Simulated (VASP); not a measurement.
Crystal: BN.

```
CELL_PARAMETERS angstrom
2.50700 0.00000 0.00000
-1.25350 2.17113 0.00000
0.00000 0.00000 6.67100
ATOMIC_POSITIONS crystal
B 0.33333 0.66667 0.00000
B 0.66667 0.33333 0.50000
N 0.66667 0.33333 0.00000
N 0.33333 0.66667 0.50000
```

| Property | Result |
| --- | --- |
| Program | VASP 6.6.1 |
| Task | relaxation of cell and atoms |
| Functional | PBE |
| Potentials or basis | VASP PAW PBE potentials, release 64 (B_h, N_h) |
| Cutoff | 910 eV |
| k mesh | 12 × 12 × 4 |
| Occupations | gaussian, width 0.01 eV |
| Spin | no spin polarisation |

At the start: pressure 2.0 GPa; volume 9.08 Å³/atom.

Task: Where does the relaxation end?

Result: Over 7 steps the energy falls by 4.8 meV/atom and the volume is 9.74 Å³/atom (+7.3 %); space group P6_3/mmc (No. 194, to 0.1 Å) before and after.

The path:
```csv
step,energy change (eV),largest force (eV/Å),pressure (GPa),volume (Å³)
1,0.0000,0.0000,2.02,36.31
2,-0.0016,0.0000,-1.59,36.91
3,-0.0024,0.0000,-0.26,36.69
4,-0.0062,0.0000,-0.23,36.95
5,-0.0145,0.0000,-0.13,37.73
6,-0.0190,0.0000,0.05,39.29
7,-0.0193,0.0000,0.01,38.95
```

Final structure:
```
CELL_PARAMETERS angstrom
2.51056 0.00000 0.00000
-1.25528 2.17421 0.00000
0.00000 0.00000 7.13538
ATOMIC_POSITIONS crystal
B 0.33333 0.66667 0.00000
B 0.66667 0.33333 0.50000
N 0.66667 0.33333 0.00000
N 0.33333 0.66667 0.50000
```

Caveat: the cutoff is under 1.25 times the usual one of these potentials, so pressure, stress and relaxed cells hold a basis-set (Pulay) error; this functional lacks dispersion, which binds the layers, so the pressure and a relaxed spacing across them are unreliable.
